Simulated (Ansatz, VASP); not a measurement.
**SiC in VASP and in Ansatz**

INCAR

```
SYSTEM = SiC
  ALGO = Normal
  EDIFF = 1E-6
  ENCUT = 600
  GGA = PE
  GGA_COMPAT = .FALSE.
  ISIF = 2
  ISMEAR = 0
  LASPH = .TRUE.
  LCHARG = .TRUE.
  LELF = .TRUE.
  LREAL = .FALSE.
  LVHAR = .TRUE.
  LWAVE = .FALSE.
  NBANDS = 11
  NELM = 120
  PREC = Accurate
  SIGMA = 0.01
```

KPOINTS

```
k-points
0
G
  4 4 4
  0 0 0
```

The input POSCAR:

```
SiC
1.0
    0.0000000000      2.0607553000      2.0607553000
    2.0607553000      0.0000000000      2.0607553000
    2.0607553000      2.0607553000      0.0000000000
Si C
1 1
Direct
    0.0000000000      0.0000000000      0.0000000000
    0.2500000000      0.2500000000      0.2500000000
```

Input for Ansatz:

```yaml
crystal:
  lattice:
    - [0.0, 2.0607553, 2.0607553]
    - [2.0607553, 0.0, 2.0607553]
    - [2.0607553, 2.0607553, 0.0]
  atoms:
    - { symbol: Si, position: [0.0, 0.0, 0.0] }
    - { symbol: C, position: [0.25, 0.25, 0.25] }
basis:
  precision: f64
  xc_grid: 2
  ecutwfc: 700
  ecutrho_ratio: 4
kpoints:
  mp_grid: { grid: [4, 4, 4], shift: [0, 0, 0] }
hamiltonian:
  xc: pbe
  dispersion: none
  pseudopotentials:
    kind: paw
    azcp:
      C: "pseudopotentials/C.paw.azcp"
      Si: "pseudopotentials/Si.paw.azcp"
magnetization:
  spin_polarized: false
scf:
  lower_state_search: "off"
  max_iter: 200
  occupations: { method: fixed }
  convergence: { dr2_threshold: "1e-10 eV" }
output:
  forces: true
  stress: true
  eigenvalues: true
```

Alike in both runs: task single point; functional PBE; k mesh 4 × 4 × 4; no spin polarisation.

|  | VASP | Ansatz |
| --- | --- | --- |
| version | VASP 6.6.1 | Ansatz 0.2.0-dev |
| potentials or method | VASP PAW PBE potentials, release 64 (Si, C), cutoff 600 eV | hard PAW set made for 700 eV |
| occupations | gaussian, width 0.01 eV | fixed |

```tsv
	VASP	Ansatz	Ansatz less VASP
gap on the k mesh at the Fermi level (eV)	1.13	1.13	+0.003
```

The k mesh is coarse, so the values compare programs but aren't converged.
